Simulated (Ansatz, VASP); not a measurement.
# One calculation of WC, two programs

```
W C
1.0
     2.90050    0.00000    0.00000
    -1.45025    2.51191    0.00000
     0.00000    0.00000    2.82900
W C
1 1
Direct
  0.95521 0.91043 0.84093
  0.66667 0.33333 0.50000
```

Alike in both runs: task single point; functional PBEsol; k mesh 18 × 18 × 16; occupations gaussian, width 0.15 eV; no spin polarisation.

```csv
,VASP,Ansatz
version,VASP 6.6.1,Ansatz 0.2.0
potentials or method,"VASP PAW PBE potentials, release 64 (W_sv, C), cutoff 520 eV","scalar-relativistic, plane waves, PAW"
valence electrons in the cell,18,18
```

VASP gave:

* gap on the k mesh at the Fermi level (eV): none
* rms of the force components (eV/Å): 6.484

Task: Which values does Ansatz return?

Result: gap on the k mesh at the Fermi level (eV): none; rms of the force components (eV/Å): 6.403.

VASP's potentials were made for PBE, not for PBEsol. Atom by atom the forces differ by 0.082 eV/Å (rms over components). A gap of «none» marks a metal or a gap that the smearing closes. The functional is the same, so the differences come from potentials, cutoffs and numerics.

Spin-orbit coupling is off throughout.
